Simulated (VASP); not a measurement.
Runs of VASP 6.6.1 on Rh. The structure is that of space group P6_3/mmc (No. 194), or close to it. The cells are those of the table. This isn't the form of Rh at room conditions, which is fcc.

```csv
cell,further INCAR settings,gap on the mesh (eV),pressure (GPa)
"a = 2.762, b = 2.762, c = 4.104 Å, angles 90.0, 90.0, 120.0°, 2 atoms",ALGO = Fast; EDIFF = 1e-06; NBANDS = 22,none,(a)
"a = 2.724, b = 2.724, c = 4.048 Å, angles 90.0, 90.0, 120.0°, 2 atoms",ALGO = Fast; EDIFF = 1e-06; NBANDS = 22,none,16.1
"a = 2.618, b = 2.618, c = 4.568 Å, angles 90.0, 90.0, 120.0°, 2 atoms",ALGO = Fast; EDIFF = 1e-06; NBANDS = 22,none,1.6
"a = 2.799, b = 2.799, c = 3.995 Å, angles 90.0, 90.0, 120.0°, 2 atoms",ALGO = Fast; EDIFF = 1e-06; NBANDS = 22,none,(b)
"a = 2.688, b = 2.688, c = 4.506 Å, angles 90.0, 90.0, 120.0°, 2 atoms",ALGO = Fast; EDIFF = 1e-06; NBANDS = 22,none,-10.0
"a = 2.653, b = 2.653, c = 4.447 Å, angles 90.0, 90.0, 120.0°, 2 atoms",ALGO = Fast; EDIFF = 1e-06; NBANDS = 22,none,0.2
"a = 2.725, b = 2.725, c = 4.215 Å, angles 90.0, 90.0, 120.0°, 2 atoms",ALGO = Fast; EDIFF = 1e-06; NBANDS = 22,none,0.8
"a = 2.583, b = 2.583, c = 4.692 Å, angles 90.0, 90.0, 120.0°, 2 atoms",ALGO = Fast; EDIFF = 1e-07; NBANDS = 22,none,4.2
"a = 2.582, b = 2.582, c = 4.506 Å, angles 90.0, 90.0, 120.0°, 2 atoms",ALGO = Fast; EDIFF = 1e-06; NBANDS = 22,none,15.0
```

Alike in all rows: task single point; level PBEsol; potentials or basis VASP PAW PBE potentials, release 64 (Rh_pv); no spin polarisation; k mesh 21 × 21 × 12; cutoff (eV) 520; smearing gaussian 0.15 eV.

**Question.** Estimate the missing entries.

**Answer.** (a) 2.5; (b) 5.1.

Caveats: the PAW data sets were made with another functional, which shifts forces and pressure a little; the stress differs along the axes, from -5 to 17 GPa (at least some runs); the stress differs along the axes, from 7 to 34 GPa (at least some runs); the stress differs along the axes, from -14 to 9 GPa (at least some runs); the stress differs along the axes, from -5 to 26 GPa (at least some runs); the stress differs along the axes, from -16 to -7 GPa (at least some runs); the stress differs along the axes, from -7 to 4 GPa (at least some runs).

A k mesh can miss the band edges, and the runs leave out spin-orbit coupling on Rh.

A gap of «none» marks levels without a gap at the run's occupations.
